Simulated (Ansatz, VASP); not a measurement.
**HfO2 in VASP and in Ansatz**

File POSCAR:

```
HfO2
1.0
    0.0000000000      2.4935625000      2.5575000000
    2.4935625000      0.0000000000      2.5575000000
    2.4935625000      2.4935625000      0.0000000000
Hf O
1 2
Direct
    0.0000000000      0.0000000000      0.0000000000
    0.2500000000      0.2500000000      0.2500000000
    0.7500000000      0.7500000000      0.7500000000
```

INCAR.step1

```
SYSTEM = HfO2
ALGO = Normal ; EDIFF = 1E-4
ENCUT = 520 ; GGA = PE
ISMEAR = 0 ; LASPH = .TRUE.
LCHARG = .FALSE. ; LREAL = .FALSE.
LWAVE = .TRUE. ; NBANDS = 18
NELM = 100 ; PREC = Accurate
SIGMA = 0.05
```

INCAR.step2

```
SYSTEM = HfO2
ALGO = Normal ; EDIFF = 1E-6
ENCUT = 520 ; ISIF = 2
ISMEAR = 0 ; ISTART = 1
LASPH = .TRUE. ; LCHARG = .FALSE.
LMIXTAU = .TRUE. ; LREAL = .FALSE.
LWAVE = .FALSE. ; METAGGA = R2SCAN
NBANDS = 18 ; NELM = 100
PREC = Accurate ; SIGMA = 0.05
```

The input KPOINTS:

```
k-points
0
G
  8 8 8
  0 0 0
```

Input for Ansatz:

```yaml
crystal:
  lattice:
    - [0.0, 2.4935625, 2.5575]
    - [2.4935625, 0.0, 2.5575]
    - [2.4935625, 2.4935625, 0.0]
  atoms:
    - { symbol: Hf, position: [0.0, 0.0, 0.0] }
    - { symbol: O, position: [0.25, 0.25, 0.25] }
    - { symbol: O, position: [0.75, 0.75, 0.75] }
basis:
  ecutwfc: 500
kpoints:
  mp_grid: { grid: [8, 8, 8] }
hamiltonian:
  xc: r2scan
scf:
  occupations: { method: gaussian, width: 0.05 }
output:
  forces: true
  stress: true
  eigenvalues: true
```

Change from the starting cell: strain -0.025 along x and y, +0.000 along z, atoms carried along.

Alike in both runs: task single point; functional r2SCAN; k mesh 8 × 8 × 8; occupations gaussian, width 0.05 eV; no spin polarisation.

```csv
,VASP,Ansatz
version,VASP 6.6.1,Ansatz 0.2.0
potentials or method,"VASP PAW PBE potentials, release 64 (Hf_pv, O), cutoff 520 eV","scalar-relativistic, plane waves, PAW"
valence electrons in the cell,22,38
```

|  | VASP | Ansatz | Ansatz less VASP |
| --- | --- | --- | --- |
| gap on the k mesh at the Fermi level (eV) | 4.19 | 4.19 | -0.005 |
| least direct gap on the mesh (eV) | 4.23 | 4.22 | -0.014 |
| pressure (GPa) | 0.7 | 4.9 | +4.15 |
| traceless stress, the component that is largest in VASP (GPa) | -8.67 | -8.52 | +0.152 |

VASP's potentials were made for PBE, not for r2SCAN. One of these differences is far larger than is usual between the two programs; its cause wasn't traced. With one functional, cell and mesh, what is left measures potentials, basis and numerics. VASP's potentials hold 22 valence electrons a cell and Ansatz's 38, so a difference there can come from the potentials and not from the codes.

Spin-orbit coupling is off throughout.
